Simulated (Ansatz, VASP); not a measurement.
## Two plane-wave programs on Al2Zn

```xyz
3
Lattice="2.7699 0.0000 0.0000 -1.3850 2.3988 0.0000 0.0000 0.0000 6.8261" Properties=species:S:1:pos:R:3 pbc="T T T"
Al    0.0000    1.5992    2.2405
Al    1.3850    0.7996    4.5856
Zn    0.0000    0.0000    0.0000
```

Alike in both runs: task single point; functional LDA; k mesh 18 × 18 × 8; occupations gaussian, width 0.15 eV; no spin polarisation.

```csv
,VASP,Ansatz
version,VASP 6.6.1,Ansatz 0.2.0
potentials or method,"VASP PAW LDA potentials, release 64 (Al, Zn), cutoff 520 eV","scalar-relativistic, plane waves, PAW"
valence electrons in the cell,18,18
```

|  | VASP | Ansatz | Ansatz less VASP |
| --- | --- | --- | --- |
| gap on the k mesh at the Fermi level (eV) | none | none | - |
| pressure (GPa) | 0.3 | 0.1 | -0.29 |
| traceless stress, the component that is largest in VASP (GPa) | -0.49 | -0.49 | -0.007 |

LDA's correlation is that of Perdew and Zunger in VASP and of Perdew and Wang (1992) in Ansatz. A gap of «none» marks a metal or a gap that the smearing closes.
